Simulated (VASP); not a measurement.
Here is a VASP 6.6.1 calculation.

The input INCAR:

```
  ALGO = Normal
  EDIFF = 1E-6
  ENCUT = 520
  GGA = PE
  ISIF = 2
  ISMEAR = 0
  LASPH = True
  LCHARG = True
  LELF = True
  LREAL = False
  LVHAR = True
  LWAVE = False
  NBANDS = 22
  NELM = 60
  PREC = Accurate
  SIGMA = 0.2
```

Contents of KPOINTS:

```
k-points
0
Gamma
  6 6 2
```

File POSCAR:

```
GaSb3
1.0
    3.0044393281      0.0000000000      0.0000000000
    0.0000000000      3.3640752700      0.0000000000
    0.0000000000      0.0000000000     10.7387618146
Ga Sb
1 3
Direct
    0.0000000000      0.0000000000      0.0000000000
    0.0000000000      0.5000000000      0.2315210036
    0.0000000000      0.0000000000      0.5000000000
    0.0000000000      0.5000000000      0.7684789964
```

Potentials or basis: VASP PAW PBE potentials, release 64 (Ga_d, Sb).

Launch:

```sh
$ cat potpaw_PBE.64/Ga_d/POTCAR potpaw_PBE.64/Sb/POTCAR > POTCAR
$ mpirun -np 1 vasp_std > vasp.out
```

Task: What does it give for the band gap on the k mesh?

Result: Zero (band 14 reaches 9.86 eV, above the bottom of band 15 at 5.46 eV).

Task: What does it give for the largest force?

Result: 0.019 eV/Å.

Task: Predict the pressure.

Result: 0.1 GPa.

Stress tensor (GPa, compression positive):
```
-0.08  0.00  0.00
 0.00  0.48  0.00
 0.00  0.00 -0.06
```

Caveat: spin-orbit coupling is left out, which moves the levels of the heavy elements.
